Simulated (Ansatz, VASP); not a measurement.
Ga in VASP and in Ansatz

```xyz
1
Lattice="0.0000 2.1398 2.1398 2.1398 0.0000 2.1398 2.1398 2.1398 0.0000" Properties=species:S:1:pos:R:3 pbc="T T T"
Ga    0.0000    0.0000    0.0000
```

Alike in both runs: task single point; functional PBE; k mesh 8 × 8 × 8; occupations gaussian, width 0.05 eV; no spin polarisation.

```csv
,VASP,Ansatz
version,VASP 6.6.1,Ansatz 0.2.0
potentials or method,"VASP PAW PBE potentials, release 64 (Ga_d), cutoff 500 eV","scalar-relativistic, plane waves, PAW"
valence electrons in the cell,13,13
```

```csv
,VASP,Ansatz,Ansatz less VASP
gap on the k mesh at the Fermi level (eV),none,none,-
pressure (GPa),-1.4,-1.4,-0.02
```

A gap of «none» marks a metal or a gap that the smearing closes.
